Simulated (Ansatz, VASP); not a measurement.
# Ge: VASP beside Ansatz

INCAR

```
SYSTEM = Ge
PREC = Accurate
ENCUT = 600
EDIFF = 1E-6
ISMEAR = -1
SIGMA = 0.05
LREAL = .False.
LASPH = .True.
NELM = 60
ALGO = Normal
ISIF = 3
LWAVE = .False.
LCHARG = .False.
GGA = PE
IVDW = 13
IBRION = 2
NSW = 80
EDIFFG = -0.005
```

KPOINTS

```
regular mesh
0
Gamma
  11 11 11
  0 0 0
```

Contents of POSCAR:

```
Ge
1.0
   -2.5744897190      2.5744897190      1.3974126432
    2.5744897190     -2.5744897190      1.3974126432
    2.5744897190      2.5744897190     -1.3974126432
Ge
2
Direct
    0.5000000000      0.5000000000      0.0000000000
    0.2500000000      0.7500000000      0.5000000000
```

Contents of input.yaml:

```yaml
crystal:
  lattice:
    - [-2.574489719, 2.574489719, 1.3974126432]
    - [2.574489719, -2.574489719, 1.3974126432]
    - [2.574489719, 2.574489719, -1.3974126432]
  atoms:
    - { symbol: Ge, position: [0.5, 0.5, 0.0] }
    - { symbol: Ge, position: [0.25, 0.75, 0.5] }
kpoints:
  mp_grid: { grid: [11, 11, 11] }
scf:
  occupations: { method: fermi_dirac, width: 0.05 }
hamiltonian:
  xc: pbe
  dispersion: d4
  pseudopotentials: { kind: all_electron, lapw: { basis_error: 0.001 } }
output:
  forces: true
  stress: true
relax:
  f_tol: 0.005
  max_steps: 60
  cell: {}
```

Alike in both runs: task relaxation of cell and atoms; functional PBE; dispersion D4; k mesh 11 × 11 × 11; occupations fermi-dirac, width 0.05 eV; no spin polarisation.

```csv
,VASP,Ansatz
version,VASP 6.6.1,Ansatz 0.2.0
potentials or method,"VASP PAW PBE potentials, release 64 (Ge_d), cutoff 600 eV","all-electron LAPW, scalar-relativistic"
```

VASP gave:

| Quantity | Value |
| --- | --- |
| relaxed volume (Å³/atom) | 18.53 |
| relaxed cell length with the largest relative difference (Å) | 3.903 |

Question: Which values does Ansatz return?

Answer: Relaxed volume (Å³/atom): 18.55; relaxed cell length with the largest relative difference (Å): 3.904.

Ansatz ran all-electron here, and VASP with PAW potentials.
